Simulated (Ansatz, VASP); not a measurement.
**One calculation of Rb, two programs**

Contents of INCAR:

```
  PREC = Accurate
  ENCUT = 520
  EDIFF = 1E-6
  ISMEAR = 1
  SIGMA = 0.05
  LREAL = False
  LASPH = True
  NELM = 100
  ALGO = Normal
  ISIF = 2
  LWAVE = False
  LCHARG = False
  GGA = PE
  NBANDS = 10
```

KPOINTS

```
Automatic mesh
0
Gamma
  3 3 3
```

The input POSCAR:

```
Rb
1.0
   -2.9545118600      2.9545118600      2.7308452000
    2.9545118600     -2.9545118600      2.7308452000
    2.9545118600      2.9545118600     -2.7308452000
Rb
1
Direct
    0.0000000000      0.0000000000      0.0000000000
```

Input for Ansatz:

```yaml
crystal:
  lattice:
    - [-2.95451186, 2.95451186, 2.7308452]
    - [2.95451186, -2.95451186, 2.7308452]
    - [2.95451186, 2.95451186, -2.7308452]
  atoms:
    - { symbol: Rb, position: [0.0, 0.0, 0.0] }
kpoints:
  mp_grid:
    grid: [3, 3, 3]
hamiltonian:
  xc: pbe
scf:
  occupations:
    method: cold
    width: 0.05
output:
  stress: true
```

Alike in both runs: task single point; functional PBE; k mesh 3 × 3 × 3; no spin polarisation.

|  | VASP | Ansatz |
| --- | --- | --- |
| version | VASP 6.6.1 | Ansatz 0.2.0 |
| potentials or method | VASP PAW PBE potentials, release 64 (Rb_sv) | plane waves, PAW |
| plane-wave cutoff (eV) | 520 | 420 |
| occupations | methfessel-paxton of order 1, width 0.05 eV | cold, width 0.05 eV |
| valence electrons in the cell | 9 | 9 |

|  | VASP | Ansatz | Ansatz less VASP |
| --- | --- | --- | --- |
| pressure (GPa) | -0.2 | -0.2 | 0.00 |
| traceless stress, the component that is largest in VASP (GPa) | 0.08 | 0.08 | 0.000 |

The k mesh is coarse, so the values compare programs but aren't converged.
